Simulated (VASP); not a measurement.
Write the native input for VASP 6.6.1 that does the following.

```
Task                   : relaxation of cell and atoms
Functional             : PBEsol
Potentials or basis    : VASP PAW PBE potentials, release 64 (Pd)
Cutoff                 : 600 eV
k mesh                 : 12 × 12 × 12
Occupations            : fermi-dirac, width 0.05 eV
Spin                   : no spin polarisation
Target pressure        : 30 GPa
Dipole correction      : no
Further INCAR settings : ALGO = Fast; EDIFF = 1e-06; IBRION = 2; EDIFFG = -0.01; NSW = 60; ISIF = 3
```

The structure of Pd lies in POSCAR:

```
Pd
1.0
   -1.5722810000      1.5722810000      1.5722810000
    1.5722810000     -1.5722810000      1.5722810000
    1.5722810000      1.5722810000     -1.5722810000
Pd
1
Direct
    0.0000000000      0.0000000000      0.0000000000
```

One way to write it, as run:

INCAR

```
SYSTEM = Pd
ALGO = Fast
EDIFF = 1E-6
EDIFFG = -0.01
ENCUT = 600
GGA = PS
IBRION = 2
ISIF = 3
ISMEAR = -1
LASPH = .TRUE.
LCHARG = .FALSE.
LREAL = .FALSE.
LWAVE = .FALSE.
NELM = 100
NSW = 60
PREC = Accurate
PSTRESS = 300.0
SIGMA = 0.05
```

KPOINTS

```
k-points
0
G
  12 12 12
  0 0 0
```

Potentials or basis: VASP PAW PBE potentials, release 64 (Pd).

The run is started by

```console
$ cat potpaw_PBE.64/Pd/POTCAR > POTCAR
$ mpirun -np 1 vasp_std > vasp.out
```

Results of the run:

| Item | Value |
| --- | --- |
| Relaxed volume | 13.10 Å³/atom |
| Relaxed cell | a = 2.572 Å, b = 2.572 Å, c = 2.572 Å, α = 109.47°, β = 109.47°, γ = 109.47° |
| Space group after relaxing (to 0.05 Å) | Im-3m (No. 229) |
| Energy change on relaxing (the enthalpy is what falls) | +96.0 meV/atom |
| Ionic steps | 20 |
| Pressure after relaxing | 29.9 GPa |
| Band gap on the k mesh | zero (band 5 reaches 12.54 eV, above the bottom of band 6 at 10.45 eV) |

Caveat: the cell is relaxed towards a set pressure, so the enthalpy falls and the energy may rise; the volume moved by over 15 % at a fixed basis, so the end points are rough; the PAW data sets were made with another functional, which shifts forces and pressure a little.

Wall time 32 s on 1 thread of Intel(R) Xeon(R) 6975P-C (Granite Rapids), on a shared host, peak memory 0.16 GiB.
